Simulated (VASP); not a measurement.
# NaF in VASP: a series of runs, part 2 of 3

VASP 6.6.1. The steps go on from the part before.

## (3) Single point, PBE (strain -0.025 along x and y, -0.025 along z)

File INCAR:

```
ALGO = Normal ; EDIFF = 1E-7
ENCUT = 520 ; GGA = PE
ISIF = 2 ; ISMEAR = 0
LASPH = True ; LCHARG = True
LELF = True ; LREAL = False
LVHAR = True ; LWAVE = False
NBANDS = 14 ; NELM = 60
PREC = Accurate ; SIGMA = 0.05
```

File KPOINTS:

```
k-points
0
Gamma
  8 8 8
```

File POSCAR:

```
NaF
1.0
    0.0000000000      2.2652175000      2.2652175000
    2.2652175000      0.0000000000      2.2652175000
    2.2652175000      2.2652175000      0.0000000000
Na F
1 1
Direct
    0.0000000000      0.0000000000      0.0000000000
    0.5000000000      0.5000000000      0.5000000000
```

Potentials or basis: VASP PAW PBE potentials, release 64 (Na_pv, F).

Launch:

```bash
> cat potpaw_PBE.64/Na_pv/POTCAR potpaw_PBE.64/F/POTCAR > POTCAR
> mpirun -np 1 vasp_std > vasp.out
```

OUTCAR:

```text
EDIFF = 1E-7
   ENCUT = 520
   GGA = PE
   ISIF = 2
   ISMEAR = 0
   LASPH = True
   LREAL = False
   NELM = 60
   PREC = Accurate

 ion  position               nearest neighbor table
   1  0.000  0.000  0.000-   2 2.27   2 2.27   2 2.27   2 2.27   2 2.27   2 2.27
   2  0.500  0.500  0.500-   1 2.27   1 2.27   1 2.27   1 2.27   1 2.27   1 2.27

  LATTYP: Found a face centered cubic cell.
 ALAT       =     4.5304350000

  Lattice vectors:

 A1 = (   0.0000000000,   2.2652175000,   2.2652175000)
 A2 = (   2.2652175000,   0.0000000000,   2.2652175000)
 A3 = (   2.2652175000,   2.2652175000,   0.0000000000)

Analysis of symmetry for initial positions (statically):
[... 33 lines left out ...]
                                     Primitive cell

  volume of cell :      23.2466

  direct lattice vectors                    reciprocal lattice vectors
     0.000000000  2.265217500  2.265217500    -0.220729356  0.220729356  0.220729356
     2.265217500  0.000000000  2.265217500     0.220729356 -0.220729356  0.220729356
     2.265217500  2.265217500  0.000000000     0.220729356  0.220729356 -0.220729356

  length of vectors
     3.203501310  3.203501310  3.203501310     0.382314459  0.382314459  0.382314459

  position of ions in fractional coordinates (direct lattice)
     0.000000000  0.000000000  0.000000000
     0.500000000  0.500000000  0.500000000

  ion indices of the primitive-cell ions
   primitive index   ion index
                 1           1
                 2           2

----------------------------------------------------------------------------------------

 KPOINTS: k-points

Automatic generation of k-mesh.
 Grid dimensions read from file:
 generate k-points for:    8    8    8

 Generating k-lattice:

  Cartesian coordinates                     Fractional coordinates (reciprocal lattice)
    -0.027591170  0.027591170  0.027591170     0.125000000  0.000000000  0.000000000
     0.027591170 -0.027591170  0.027591170     0.000000000  0.125000000  0.000000000
     0.027591170  0.027591170 -0.027591170     0.000000000  0.000000000  0.125000000

  Length of vectors
     0.047789307  0.047789307  0.047789307

  Shift w.r.t. Gamma in fractional coordinates (k-lattice)
     0.000000000  0.000000000  0.000000000

 Subroutine IBZKPT returns following result:
 ===========================================

 Found     29 irreducible k-points:

 Following reciprocal coordinates:
            Coordinates               Weight
  0.000000  0.000000  0.000000      1.000000
  0.125000  0.000000  0.000000      8.000000
  0.250000  0.000000  0.000000      8.000000
  0.375000  0.000000  0.000000      8.000000
  0.500000  0.000000  0.000000      4.000000
  0.125000  0.125000  0.000000      6.000000
[... 16 lines left out ...]
  0.500000  0.250000  0.125000     48.000000
 -0.375000  0.250000  0.125000     24.000000
 [... further k-points ...]
   k-points           NKPTS =     29   k-points in BZ     NKDIM =     29   number of bands    NBANDS=     14
   number of dos      NEDOS =    301   number of ions     NIONS =      2
   total plane-waves  NPLWV =  13824
   dimension x,y,z NGX =    24 NGY =   24 NGZ =   24
   dimension x,y,z NGXF=    48 NGYF=   48 NGZF=   48
   ions per type =               1   1
   NGX,Y,Z   is equivalent  to a cutoff of  12.45, 12.45, 12.45 a.u.
   NGXF,Y,Z  is equivalent  to a cutoff of  24.91, 24.91, 24.91 a.u.
 SYSTEM =  unknown system
   PREC   = accura    normal or accurate (medium, high low for compatibility)
   ISTART =      0    job   : 0-new  1-cont  2-samecut
   ICHARG =      2    charge: 1-file 2-atom 10-const
   ISPIN  =      1    spin polarized calculation?
   LNONCOLLINEAR =      F non collinear calculations
   LSORBIT =      F    spin-orbit coupling
   LASPH  =      T    aspherical Exc in radial PAW
   ENCUT  =  520.0 eV  38.22 Ry    6.18 a.u.   5.96  5.96  5.96*2*pi/ulx,y,z
   NELM   =     60;   NELMIN=  2; NELMDL= -5     # of ELM steps
   EDIFF  = 0.1E-06   stopping-criterion for ELM
   LREAL  =      F    real-space projection
   EDIFFG = 0.1E-05   stopping-criterion for IOM
   NSW    =      0    number of steps for IOM
   IBRION =     -1    ionic relax: 0-MD 1-quasi-New 2-CG
   NFREE  =      0    steps in history (QN), initial steepest desc. (CG)
   ISIF   =      2    stress and relaxation
   ISYM   =      2    0-nonsym 1-usesym 2-fastsym
   POTIM  = 0.5000    time-step for ionic-motion
   TEBEG  =    0.0;   TEEND  =   0.0 temperature during run
   PSTRESS=    0.0 pullay stress
   NELECT =      14.0000    total number of electrons
   NUPDOWN=      -1.0000    fix difference up-down
   EMIN   =  10.00;   EMAX   =-10.00  energy-range for DOS
   EFERMI =   0.00;   METHOD = LEGACY
   ISMEAR =     0;   SIGMA  =   0.05  broadening in eV -4-tet -1-fermi 0-gaus
   EFERMI_NEDOS =   21; number of points for ismear=-14 and -15
   IALGO  =     38    algorithm
   IMIX   =      4    mixing-type and parameters
     AMIX     =   0.40;   BMIX     =  1.00
     AMIX_MAG =   1.60;   BMIX_MAG =  1.00
  volume/ion in A,a.u.               =      11.62        78.44
  Fermi-wavevector in a.u.,A,eV,Ry     =   1.382497  2.612541 26.004796  1.911299
  Thomas-Fermi vector in A             =   2.507183
   LORBIT       =      0    0 simple, 1 ext, 2 COOP (PROOUT), +10 PAW based schemes
   GGA     = PE    functional components
   LHFCALC =     F    Hartree Fock is set to
   AEXX    =    0.0000 exact exchange contribution
   IVDW    =     0    specifies the selected vdW correction
   LEPSILON=     F    determine dielectric tensor
   LRPA    =     F    only Hartree local field effects (RPA)
 non-spin polarized calculation
 Gauss-broadening in eV      SIGMA  =   0.05
  energy-cutoff  :      520.00
  volume of cell :       23.25
 maximum number of plane-waves:       638
   NGX = 11   NGY = 11   NGZ = 11

 number of electron      14.0000009 magnetization

 Free energy of the ion-electron system (eV)
  ---------------------------------------------------
  ext. energy  EPLUGINS =         0.00000000
  ---------------------------------------------------
  free energy    TOTEN  =        -8.51752548 eV

  energy without entropy =       -8.51752548  energy(sigma->0) =       -8.51752548

 E-fermi :  -1.4297     XC(G=0):  -9.4833

 val. band max:       -1.7723478178   @ k =   0.0000   0.0000   0.0000
 cond. band min:       4.9100210473   @ k =   0.0000   0.0000   0.0000
 fundamental gap:      6.6823688651
 Fermi energy:        -1.4296705799

 k-point     1 :       0.0000    0.0000    0.0000
  band No.  band energies     occupation
      1     -21.0670      2.00000
      2     -20.5225      2.00000
      3     -20.5225      2.00000
      4     -20.5225      2.00000
      5      -1.7724      2.00000
      6      -1.7723      2.00000
      7      -1.7723      2.00000
      8       4.9100      0.00000
      9      17.6907      0.00000
     10      17.6907      0.00000
     11      17.6907      0.00000
     12      20.6974      0.00000
     13      22.9511      0.00000
     14      22.9511      0.00000

 k-point     2 :       0.1250    0.0000    0.0000
  band No.  band energies     occupation
      1     -21.2219      2.00000
      2     -20.5246      2.00000
      3     -20.5246      2.00000
      4     -20.3437      2.00000
      5      -2.0946      2.00000
      6      -1.8160      2.00000
      7      -1.8160      2.00000
      8       5.4821      0.00000
      9      15.9254      0.00000
     10      17.9589      0.00000
     11      17.9589      0.00000
     12      22.4304      0.00000
     13      22.4304      0.00000
     14      22.7338      0.00000
[... 343 lines left out ...]
      1     -21.4575      2.00000
      2     -20.5870      2.00000
      3     -20.5520      2.00000
      4     -19.9565      2.00000
      5      -3.1243      2.00000
      6      -2.3204      2.00000
      7      -2.1077      2.00000
      8       9.4035      0.00000
      9      12.2579      0.00000
     10      16.3989      0.00000
     11      18.3085      0.00000
     12      20.5346      0.00000
     13      22.7066      0.00000
     14      27.1010      0.00000

 k-point    24 :      -0.3750    0.2500    0.1250
  band No.  band energies     occupation
      1     -21.4712      2.00000
      2     -20.5908      2.00000
      3     -20.5612      2.00000
      4     -19.9239      2.00000
      5      -3.2025      2.00000
      6      -2.4068      2.00000
      7      -2.1496      2.00000
      8      10.4737      0.00000
      9      11.4988      0.00000
     10      16.0815      0.00000
     11      18.0089      0.00000
     12      21.1698      0.00000
     13      22.2979      0.00000
     14      27.3225      0.00000

 [... further k-points ...]
[... 5 lines left out ...]
  --------------------------------------------------------------------------------------
  -------------------------------------------------------------------------------------
  Total        0.9225557      0.9225557      0.9225557     -0.0000000      0.0000000     -0.0000000
  in kB       63.5833570     63.5833570     63.5833570     -0.0000000      0.0000000     -0.0000000
  external PRESSURE =      63.5833570 kB  Pullay stress =       0.0000000 kB

 VOLUME and BASIS-vectors are now :
 -----------------------------------------------------------------------------
  energy-cutoff  :      520.00
  volume of cell :       23.25
      direct lattice vectors                 reciprocal lattice vectors
     0.000000000  2.265217500  2.265217500    -0.220729356  0.220729356  0.220729356
     2.265217500  0.000000000  2.265217500     0.220729356 -0.220729356  0.220729356
     2.265217500  2.265217500  0.000000000     0.220729356  0.220729356 -0.220729356

 POSITION                                       TOTAL-FORCE (eV/Angst)
 -----------------------------------------------------------------------------------
      0.00000      0.00000      0.00000         0.000000      0.000000      0.000000
      2.26522      2.26522      2.26522        -0.000000     -0.000000     -0.000000
 -----------------------------------------------------------------------------------
    total drift:                                0.000000     -0.000000      0.000000

  FREE ENERGIE OF THE ION-ELECTRON SYSTEM (eV)
  ---------------------------------------------------
  free  energy   TOTEN  =        -8.5175254804 eV

  energy  without entropy=       -8.5175254804  energy(sigma->0) =       -8.51752548
```

OSZICAR:

```text
N       E                     dE             d eps       ncg     rms          rms(c)
DAV:   1     0.109185024167E+03    0.10919E+03   -0.76996E+03   812   0.123E+03
DAV:   2    -0.409289585528E+01   -0.11328E+03   -0.10443E+03   884   0.349E+02
DAV:   3    -0.936752977765E+01   -0.52746E+01   -0.52646E+01  1040   0.690E+01
DAV:   4    -0.940668383658E+01   -0.39154E-01   -0.39152E-01   896   0.637E+00
DAV:   5    -0.940704975678E+01   -0.36592E-03   -0.36592E-03  1028   0.621E-01    0.544E+00
DAV:   6    -0.852435555733E+01    0.88269E+00   -0.29498E+00   986   0.153E+01    0.176E+00
DAV:   7    -0.851573937314E+01    0.86162E-02   -0.29825E-02   848   0.206E+00    0.105E+00
DAV:   8    -0.851707347129E+01   -0.13341E-02   -0.26258E-02   872   0.305E+00    0.142E-01
DAV:   9    -0.851756168590E+01   -0.48821E-03   -0.35087E-03  1022   0.574E-01    0.996E-02
DAV:  10    -0.851752256898E+01    0.39117E-04   -0.57153E-04   884   0.301E-01    0.149E-02
DAV:  11    -0.851752533451E+01   -0.27655E-05   -0.18724E-05   938   0.486E-02    0.216E-03
DAV:  12    -0.851752549787E+01   -0.16335E-06   -0.91148E-07   890   0.101E-02    0.155E-03
DAV:  13    -0.851752548043E+01    0.17440E-07   -0.23222E-07   884   0.533E-03
   1 F= -.85175255E+01 E0= -.85175255E+01  d E =-.658770E-24
```

stdout:

```text
POSCAR found type information on POSCAR NaF
 POSCAR found :  2 types and       2 ions
 scaLAPACK will be used
 LDA part: xc-table for (Slater+PW92), standard interpolation
 POSCAR, INCAR and KPOINTS ok, starting setup
 FFT: planning ... GRIDC
 FFT: planning ... GRID_SOFT
 FFT: planning ... GRID
 WAVECAR not read
 entering main loop
```

Run time: 5.7 s. Hardware: 1 thread of Intel Xeon Platinum 8259CL at 2.50GHz (Skylake/Cascade Lake), shared host; peak memory 0.13 GiB.

What came out:

- Free energy: -8.5175 eV
- Pressure: 6.4 GPa
- Band gap on the k mesh: 6.68 eV, direct

Levels at points of the mesh, in eV from the valence-band top:
| k point | band 3 | band 4 | band 5 | band 6 | band 7 | band 8 | band 9 | band 10 | band 11 | band 12 |
| --- | --- | --- | --- | --- | --- | --- | --- | --- | --- | --- |
| (0.00, 0.00, 0.00) | -18.75 | -18.75 | 0.00 | 0.00 | 0.00 | 6.68 | 19.46 | 19.46 | 19.46 | 22.47 |
| (0.50, 0.00, 0.00) | -18.76 | -17.99 | -1.74 | -0.29 | -0.29 | 11.21 | 13.06 | 20.86 | 20.86 | 23.75 |
| (0.50, 0.50, 0.00) | -18.82 | -18.82 | -1.38 | -0.44 | -0.44 | 13.53 | 13.73 | 14.30 | 20.67 | 20.67 |

Caveat: the cell differs from its parent crystal (strain -0.025 along x and y, -0.025 along z).

## (4) Single point, PBE (strain +0.025 along x and y, +0.025 along z)

File INCAR:

```
SYSTEM = NaF
PREC = Accurate ; ENCUT = 520
EDIFF = 1E-6 ; ISMEAR = 0
SIGMA = 0.05 ; LREAL = .False.
LASPH = .True. ; NELM = 60
ALGO = Normal ; ISIF = 2
LWAVE = .False. ; LCHARG = .False.
GGA = PE ; NBANDS = 14
```

File KPOINTS:

```
regular mesh
0
Gamma
  8 8 8
  0 0 0
```

File POSCAR:

```
NaF
1.0
    0.0000000000      2.3813825000      2.3813825000
    2.3813825000      0.0000000000      2.3813825000
    2.3813825000      2.3813825000      0.0000000000
Na F
1 1
Direct
    0.0000000000      0.0000000000      0.0000000000
    0.5000000000      0.5000000000      0.5000000000
```

Potentials or basis: VASP PAW PBE potentials, release 64 (Na_pv, F).

Launch:

```bash
> cat potpaw_PBE.64/Na_pv/POTCAR potpaw_PBE.64/F/POTCAR > POTCAR
> mpirun -np 1 vasp_std > vasp.out
```

OUTCAR:

```text
SYSTEM = NaF
   PREC = Accurate
   ENCUT = 520
   EDIFF = 1E-6
   ISMEAR = 0
   LREAL = .False.
   LASPH = .True.
   NELM = 60
   ISIF = 2
   GGA = PE

 ion  position               nearest neighbor table
   1  0.000  0.000  0.000-
   2  0.500  0.500  0.500-

  LATTYP: Found a face centered cubic cell.
 ALAT       =     4.7627650000

  Lattice vectors:

 A1 = (   0.0000000000,   2.3813825000,   2.3813825000)
 A2 = (   2.3813825000,   0.0000000000,   2.3813825000)
 A3 = (   2.3813825000,   2.3813825000,   0.0000000000)

Analysis of symmetry for initial positions (statically):
[... 33 lines left out ...]
                                     Primitive cell

  volume of cell :      27.0096

  direct lattice vectors                    reciprocal lattice vectors
     0.000000000  2.381382500  2.381382500    -0.209962070  0.209962070  0.209962070
     2.381382500  0.000000000  2.381382500     0.209962070 -0.209962070  0.209962070
     2.381382500  2.381382500  0.000000000     0.209962070  0.209962070 -0.209962070

  length of vectors
     3.367783429  3.367783429  3.367783429     0.363664974  0.363664974  0.363664974

  position of ions in fractional coordinates (direct lattice)
     0.000000000  0.000000000  0.000000000
     0.500000000  0.500000000  0.500000000

  ion indices of the primitive-cell ions
   primitive index   ion index
                 1           1
                 2           2

----------------------------------------------------------------------------------------

 KPOINTS: regular mesh

Automatic generation of k-mesh.
 Grid dimensions read from file:
 generate k-points for:    8    8    8

 Generating k-lattice:

  Cartesian coordinates                     Fractional coordinates (reciprocal lattice)
    -0.026245259  0.026245259  0.026245259     0.125000000  0.000000000  0.000000000
     0.026245259 -0.026245259  0.026245259     0.000000000  0.125000000  0.000000000
     0.026245259  0.026245259 -0.026245259     0.000000000  0.000000000  0.125000000

  Length of vectors
     0.045458122  0.045458122  0.045458122
[... 77 lines left out ...]
  Thomas-Fermi vector in A             =   2.445268
   LORBIT       =      0    0 simple, 1 ext, 2 COOP (PROOUT), +10 PAW based schemes
   GGA     = PE    functional components
   LHFCALC =     F    Hartree Fock is set to
   AEXX    =    0.0000 exact exchange contribution
   IVDW    =     0    specifies the selected vdW correction
   LEPSILON=     F    determine dielectric tensor
   LRPA    =     F    only Hartree local field effects (RPA)
 non-spin polarized calculation
 Gauss-broadening in eV      SIGMA  =   0.05
  energy-cutoff  :      520.00
  volume of cell :       27.01
 maximum number of plane-waves:       740
 NGX is ok and might be reduce to    28
   NGX = 13   NGY = 13   NGZ = 13

 number of electron      13.9999986 magnetization

 Free energy of the ion-electron system (eV)
  ---------------------------------------------------
  ext. energy  EPLUGINS =         0.00000000
  ---------------------------------------------------
  free energy    TOTEN  =        -8.56474634 eV

  energy without entropy =       -8.56474634  energy(sigma->0) =       -8.56474634

 E-fermi :  -2.1327     XC(G=0):  -8.7706

 val. band max:       -2.4192645072   @ k =   0.0000   0.0000   0.0000
 cond. band min:       3.4572044019   @ k =   0.0000   0.0000   0.0000
 fundamental gap:      5.8764689091
 Fermi energy:        -2.1327193153

 k-point     1 :       0.0000    0.0000    0.0000
  band No.  band energies     occupation
      1     -21.6197      2.00000
      2     -21.6197      2.00000
      3     -21.6197      2.00000
      4     -21.4644      2.00000
      5      -2.4193      2.00000
      6      -2.4193      2.00000
      7      -2.4193      2.00000
      8       3.4572      0.00000
      9      15.9677      0.00000
     10      15.9677      0.00000
     11      15.9677      0.00000
     12      18.6659      0.00000
     13      20.7514      0.00000
     14      20.7514      0.00000
[... 377 lines left out ...]
      1     -22.0630      2.00000
      2     -21.6606      2.00000
      3     -21.6431      2.00000
      4     -20.8890      2.00000
      5      -3.5894      2.00000
      6      -2.9314      2.00000
      7      -2.7123      2.00000
      8       8.8324      0.00000
      9       9.6441      0.00000
     10      13.8546      0.00000
     11      15.6155      0.00000
     12      18.8197      0.00000
     13      19.8098      0.00000
     14      24.2842      0.00000

 [... further k-points ...]
[... 5 lines left out ...]
  --------------------------------------------------------------------------------------
  -------------------------------------------------------------------------------------
  Total       -0.2998167     -0.2998167     -0.2998167      0.0000000     -0.0000000      0.0000000
  in kB      -17.7847981    -17.7847981    -17.7847981      0.0000000     -0.0000000      0.0000000
  external PRESSURE =     -17.7847981 kB  Pullay stress =       0.0000000 kB

 VOLUME and BASIS-vectors are now :
 -----------------------------------------------------------------------------
  energy-cutoff  :      520.00
  volume of cell :       27.01
      direct lattice vectors                 reciprocal lattice vectors
     0.000000000  2.381382500  2.381382500    -0.209962070  0.209962070  0.209962070
     2.381382500  0.000000000  2.381382500     0.209962070 -0.209962070  0.209962070
     2.381382500  2.381382500  0.000000000     0.209962070  0.209962070 -0.209962070

 POSITION                                       TOTAL-FORCE (eV/Angst)
 -----------------------------------------------------------------------------------
      0.00000      0.00000      0.00000         0.000000      0.000000      0.000000
      2.38138      2.38138      2.38138        -0.000000     -0.000000     -0.000000
 -----------------------------------------------------------------------------------
    total drift:                                0.000000      0.000000      0.000000

  FREE ENERGIE OF THE ION-ELECTRON SYSTEM (eV)
  ---------------------------------------------------
  free  energy   TOTEN  =        -8.5647463392 eV

  energy  without entropy=       -8.5647463392  energy(sigma->0) =       -8.56474634
```

stdout:

```text
POSCAR found type information on POSCAR NaF
 POSCAR found :  2 types and       2 ions
 scaLAPACK will be used
 LDA part: xc-table for (Slater+PW92), standard interpolation
 POSCAR, INCAR and KPOINTS ok, starting setup
 FFT: planning ... GRIDC
 FFT: planning ... GRID_SOFT
 FFT: planning ... GRID
 WAVECAR not read
 entering main loop
```

Wall time 9.5 s (1 thread of Intel Xeon Platinum 8259CL at 2.50GHz (Skylake/Cascade Lake), shared host); peak memory 0.15 GiB.

Results:

* Free energy: -8.5647 eV
* Pressure: -1.8 GPa
* Band gap on the k mesh: 5.88 eV, direct

Levels at points of the mesh, in eV from the valence-band top:
```tsv
k point	band 4	band 5	band 6	band 7	band 8	band 9	band 10	band 11
(0.00, 0.00, 0.00)	-19.05	0.00	0.00	0.00	5.88	18.39	18.39	18.39
(0.50, 0.00, 0.00)	-18.36	-1.42	-0.22	-0.22	10.28	11.78	19.23	19.23
(0.50, 0.50, 0.00)	-18.84	-1.15	-0.37	-0.37	12.49	12.81	13.01	18.72
```

Caveat: the cell differs from its parent crystal (strain +0.025 along x and y, +0.025 along z).

(Part 2 of 3 ends here.)
